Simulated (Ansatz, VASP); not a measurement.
One calculation of MoS2, two programs

```
Mo S
1.0
     1.56371    0.90281    6.24935
    -1.56371    0.90281    6.24935
     0.00000   -1.80562    6.24935
Mo S
1 2
Direct
  0.00010 0.00010 0.00010
  0.25007 0.25007 0.25007
  0.41683 0.41683 0.41683
```

Alike in both runs: functional PBEsol; k mesh 8 × 8 × 8; no spin polarisation.

Ansatz relaxed the structure, and its values are those at the end. VASP's run is a single point on that final structure, the one shown.

|  | VASP | Ansatz |
| --- | --- | --- |
| version | VASP 6.6.1 | Ansatz 0.2.0 |
| potentials or method | VASP PAW PBE potentials, release 64 (Mo_sv, S), cutoff 520 eV | all-electron LAPW, scalar-relativistic |
| occupations | gaussian, width 0.01 eV | fixed |

Ansatz gave:

| Item | Value |
| --- | --- |
| gap on the k mesh at the Fermi level (eV) | 1.09 |
| pressure (GPa) | 1.1 |

**Question.** Which values does VASP return?

**Answer.** gap on the k mesh at the Fermi level (eV): 1.11; pressure (GPa): 1.0.

VASP's potentials were made for PBE, not for PBEsol. Ansatz ran all-electron here, and VASP with PAW potentials.
